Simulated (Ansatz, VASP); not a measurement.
## One calculation of Cu, two programs

Contents of INCAR:

```
SYSTEM = Cu
  PREC = Accurate
  ENCUT = 520
  EDIFF = 1E-6
  ISMEAR = 0
  SIGMA = 0.15
  LREAL = .FALSE.
  LASPH = .TRUE.
  NELM = 100
  ALGO = Fast
  ISIF = 2
  LWAVE = .FALSE.
  LCHARG = .FALSE.
  GGA = PS
  NBANDS = 12
```

File KPOINTS:

```
regular mesh
0
G
  28 28 28
  0 0 0
```

POSCAR

```
Cu
1.0
    0.0000000000      1.7371438586      1.6926017084
    1.7371438586      0.0000000000      1.6926017084
    1.7371438586      1.7371438586      0.0000000000
Cu
1
Direct
    0.0000000000      0.0000000000      0.0000000000
```

Input for Ansatz:

```yaml
crystal:
  lattice:
    - [0.0, 1.7371438586, 1.6926017084]
    - [1.7371438586, 0.0, 1.6926017084]
    - [1.7371438586, 1.7371438586, 0.0]
  atoms:
    - { symbol: Cu, position: [0.0, 0.0, 0.0] }
basis:
  ecutwfc: 420
kpoints:
  mp_grid: { grid: [28, 28, 28] }
hamiltonian:
  xc: pbesol
scf:
  occupations: { method: gaussian, width: 0.15 }
output:
  forces: true
  stress: true
  eigenvalues: true
```

Change from the starting cell: strain -0.025 along x and y, -0.050 along z, atoms carried along.

Alike in both runs: task single point; functional PBEsol; k mesh 28 × 28 × 28; occupations gaussian, width 0.15 eV; no spin polarisation.

|  | VASP | Ansatz |
| --- | --- | --- |
| version | VASP 6.6.1 | Ansatz 0.2.0 |
| potentials or method | VASP PAW PBE potentials, release 64 (Cu), cutoff 520 eV | scalar-relativistic, plane waves, PAW |
| valence electrons in the cell | 11 | 19 |

Ansatz gave:

- gap on the k mesh at the Fermi level (eV): none
- pressure (GPa): 22.2
- traceless stress, the component that is largest in VASP (GPa): 1.36

**Question.** What did VASP give for the same quantities?

**Answer.** gap on the k mesh at the Fermi level (eV): none; pressure (GPa): 23.3; traceless stress, the component that is largest in VASP (GPa): 1.35.

VASP's potentials were made for PBE, not for PBEsol. A gap of «none» marks a metal or a gap that the smearing closes. VASP's potentials hold 11 valence electrons a cell and Ansatz's 19, so a difference there can come from the potentials and not from the codes.
